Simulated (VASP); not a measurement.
Set up this calculation in VASP 6.6.1, as the native input.

| Quantity | Value |
| --- | --- |
| Task | single point |
| Functional | r2SCAN |
| Potentials or basis | VASP PAW PBE potentials, release 64 (Hf_pv, Ag, Sn_d) |
| Cutoff | 520 eV |
| k mesh | 5 × 4 × 4, shifted |
| Occupations | fermi-dirac, width 0.1 eV |
| Spin | no spin polarisation |
| Dipole correction | no |
| Further INCAR settings | ALGO = Normal; EDIFF = 1e-06; NBANDS = 38 |

The system is HfAg2Sn2.

```
Hf Ag Sn
1.0
     0.02566    4.46299    0.02500
     4.84505    0.02566    0.11973
     2.29409    2.21483   -4.99382
Hf Ag Sn
1 2 2
Cartesian
  4.3664 4.2577 -0.0775
  2.6389 5.0018 -2.7715
  4.7618 1.8563 -2.0189
  2.1394 2.8074 -1.1060
  5.1765 4.0593 -3.5676
```

One way to write it, as run:

POSCAR

```
HfAg2Sn2
1.0
    0.0256638600      4.4629882400      0.0250034000
    4.8450459100      0.0256638600      0.1197323500
    2.2940917500      2.2148266700     -4.9938177000
Hf Ag Sn
1 2 2
Direct
    0.9285192246      0.8767918524      0.0411830175
    0.8384240063      0.2723586777      0.5657216195
    0.2010111789      0.7809784527      0.4240174416
    0.5120411760      0.3290265343      0.2319340303
    0.5409924142      0.7178344830      0.7343328910
```

INCAR.step1

```
SYSTEM = HfAg2Sn2
ALGO     = Normal         ! electronic algorithm
EDIFF    = 1E-4           ! SCF threshold, eV
ENCUT    = 520            ! plane-wave cutoff, eV
GGA      = PE             ! functional
ISMEAR   = -1             ! smearing method
LASPH    = .True.         ! aspherical terms in the spheres
LCHARG   = .False.        ! write CHGCAR
LREAL    = .False.        ! projectors in reciprocal space
LWAVE    = .True.         ! write WAVECAR
NBANDS   = 38             ! bands
NELM     = 100            ! most SCF steps
PREC     = Accurate       ! precision mode
SIGMA    = 0.1            ! smearing width, eV
```

INCAR.step2

```
SYSTEM = HfAg2Sn2
ALGO     = Normal         ! electronic algorithm
EDIFF    = 1E-6           ! SCF threshold, eV
ENCUT    = 520            ! plane-wave cutoff, eV
ISIF     = 2              ! what is computed and relaxed
ISMEAR   = -1             ! smearing method
ISTART   = 1            
LASPH    = .True.         ! aspherical terms in the spheres
LCHARG   = .False.        ! write CHGCAR
LMIXTAU  = .True.       
LREAL    = .False.        ! projectors in reciprocal space
LWAVE    = .False.        ! write WAVECAR
METAGGA  = R2SCAN         ! meta-GGA
NBANDS   = 38             ! bands
NELM     = 100            ! most SCF steps
PREC     = Accurate       ! precision mode
SIGMA    = 0.1            ! smearing width, eV
```

KPOINTS

```
Automatic mesh
0
Gamma
  5 4 4
  0 0 0.5
```

Potentials or basis: VASP PAW PBE potentials, release 64 (Hf_pv, Ag, Sn_d).

Launch:

```sh
$ cat potpaw_PBE.64/Hf_pv/POTCAR potpaw_PBE.64/Ag/POTCAR potpaw_PBE.64/Sn_d/POTCAR > POTCAR
$ cp INCAR.step1 INCAR
$ mpirun -np 1 vasp_std > vasp.out
$ cp INCAR.step2 INCAR
$ mpirun -np 1 vasp_std > vasp.out
```

Results of the run:

```yaml
Pressure: 4.8 GPa
Largest_force: 0.057 eV/Å
Band_gap_on_the_k_mesh: zero (band 30 reaches 8.19 eV, above the bottom of band 31 at 8.02 eV)
```

Caveat: the PAW data sets were made with another functional, which shifts forces and pressure a little; spin-orbit coupling is left out, which moves the levels of the heavy elements.

It took 6.4 min on 1 thread of Intel(R) Xeon(R) Platinum 8488C (Sapphire Rapids) (shared host), peak memory 0.36 GiB.
